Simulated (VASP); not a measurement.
Tl:

```
Tl
1.0
     3.16000    0.00000    0.00000
     0.00000    3.16000    0.00000
     0.00000    0.00000    3.16000
Tl
1
Direct
  0.00000 0.00000 0.00000
```

```yaml
Program: VASP 6.6.1
Task: relaxation of cell and atoms
Functional: PBEsol
Dispersion: D3(BJ)
Potentials_or_basis: VASP PAW PBE potentials, release 64 (Tl_d)
Cutoff: 600 eV
k_mesh: 8 × 8 × 8
Occupations: gaussian, width 0.1 eV
Spin: no spin polarisation
```

At the start: pressure -2.1 GPa; volume 31.55 Å³/atom.

Task: How do energy, volume and symmetry change on relaxing?

Result: Over 3 steps the energy falls by 15.5 meV/atom and the volume is 29.33 Å³/atom (-7.1 %); space group Pm-3m (No. 221, to 0.05 Å).

The path:
```csv
step,energy change (eV),largest force (eV/Å),pressure (GPa),volume (Å³)
1,0.0000,0.0000,-2.11,31.55
2,-0.0150,0.0000,-0.41,29.70
3,-0.0155,0.0000,0.05,29.33
```

Final structure:
```xyz
1
Lattice="3.0839 0.0000 0.0000 0.0000 3.0839 0.0000 0.0000 0.0000 3.0839" Properties=species:S:1:pos:R:3 pbc="T T T"
Tl    0.0000    0.0000    0.0000
```

Caveat: the PAW data sets were made with another functional, which shifts forces and pressure a little; pairwise dispersion overbinds metals, which lowers pressure and volume.
